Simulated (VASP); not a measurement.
Write the native input for VASP 6.6.1 that does the following.

```yaml
Task: single point
Functional: PBE
Potentials_or_basis: VASP PAW PBE potentials, release 64 (Ru_pv)
Cutoff: 520 eV
k_mesh: 5 × 5 × 5
Occupations: fermi-dirac, width 0.1 eV
Spin: no spin polarisation
Dipole_correction: no
Further_INCAR_settings: ALGO = Normal; EDIFF = 1e-07; NBANDS = 21
```

The structure of Ru lies in POSCAR:

```
Ru
1.0
    0.0000000000      2.7278429134      2.7278429134
    2.7278429134      0.0000000000      2.7278429134
    2.7278429134      2.7278429134      0.0000000000
Ru
2
Direct
    0.1250000000      0.1250000000      0.1250000000
    0.8750000000      0.8750000000      0.8750000000
```

These files were run (other wordings do the same):

INCAR

```
SYSTEM = Ru
PREC = Accurate
ENCUT = 520
EDIFF = 1E-7
ISMEAR = -1
SIGMA = 0.1
LREAL = .False.
LASPH = .True.
NELM = 80
ALGO = Normal
ISIF = 2
LWAVE = .False.
LCHARG = .True.
GGA = PE
LELF = .True.
LVHAR = .True.
NBANDS = 21
```

KPOINTS

```
Automatic mesh
0
Gamma
  5 5 5
  0 0 0
```

Potentials or basis: VASP PAW PBE potentials, release 64 (Ru_pv).

The run is started by

```bash
$ cat potpaw_PBE.64/Ru_pv/POTCAR > POTCAR
$ mpirun -np 1 vasp_std > vasp.out
```

Results of the run:

```json
{
 "Pressure": "0.6 GPa",
 "Band gap on the k mesh": "zero (band 14 reaches 7.24 eV, above the bottom of band 15 at 6.54 eV)"
}
```

Caveat: the k points lie up to 0.40 Å⁻¹ apart.

Wall time 13 s on 1 thread of AMD EPYC 7R43 64-Core Processor (Zen 3), with other jobs on the host, peak memory 0.13 GiB.
